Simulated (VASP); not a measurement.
Ag:

```
Ag
1.0
    -1.62161    1.62161    1.62161
     1.62161   -1.62161    1.62161
     1.62161    1.62161   -1.62161
Ag
1
Direct
  0.00000 0.00000 0.00000
```

* Program: VASP 6.6.1
* Task: relaxation of cell and atoms
* Functional: BLYP
* Potentials or basis: VASP PAW PBE potentials, release 64 (Ag)
* Cutoff: 600 eV
* k mesh: 14 × 14 × 14
* Occupations: fermi-dirac, width 0.1 eV
* Spin: no spin polarisation

At the start: pressure 13.2 GPa; volume 17.06 Å³/atom.

Task: Where does the relaxation end?

Result: Over 3 steps the energy falls by 87.8 meV/atom and the volume is 19.50 Å³/atom (+14.3 %); space group Im-3m (No. 229, to 0.05 Å).

The path:
| step | energy change (eV) | largest force (eV/Å) | pressure (GPa) | volume (Å³) |
| --- | --- | --- | --- | --- |
| 1 | 0.0000 | 0.0000 | 13.24 | 17.06 |
| 2 | -0.0732 | 0.0000 | -3.48 | 20.78 |
| 3 | -0.0878 | 0.0000 | 0.05 | 19.50 |

Final structure:
```
CELL_PARAMETERS angstrom
-1.69569 1.69569 1.69569
1.69569 -1.69569 1.69569
1.69569 1.69569 -1.69569
ATOMIC_POSITIONS crystal
Ag 0.00000 0.00000 0.00000
```

Caveat: the PAW data sets were made with another functional, which shifts forces and pressure a little.
